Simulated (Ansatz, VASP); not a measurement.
**Two plane-wave programs on Co**

```
Co
1.0
     2.53600    0.00000    0.00000
    -1.26800    2.19624    0.00000
     0.00000    0.00000    4.13600
Co
2
Direct
  0.33333 0.66667 0.25000
  0.66667 0.33333 0.75000
```

Alike in both runs: task single point; functional PBEsol; k mesh 14 × 14 × 8; occupations fermi-dirac, width 0.1 eV; collinear spin.

|  | VASP | Ansatz |
| --- | --- | --- |
| version | VASP 6.6.1 | Ansatz 0.2.0 |
| potentials or method | VASP PAW PBE potentials, release 64 (Co), cutoff 520 eV | PAW, plane waves, scalar-relativistic |
| valence electrons in the cell | 18 | 34 |

|  | VASP | Ansatz | Ansatz less VASP |
| --- | --- | --- | --- |
| pressure (GPa) | -20.0 | -19.5 | +0.44 |
| traceless stress, the component that is largest in VASP (GPa) | -1.26 | -1.19 | +0.068 |
| net moment per atom (μB) | 1.65 | 1.67 | +0.013 |
| size of the moment on the site where the two differ most (μB) | 1.68 | 1.74 | +0.060 |

VASP's potentials were made for PBE, not for PBEsol. Site moments also hang on the region over which each program counts them. VASP's potentials hold 18 valence electrons a cell and Ansatz's 34, so a difference there can come from the potentials and not from the codes. Ansatz's warnings: no starting moments.
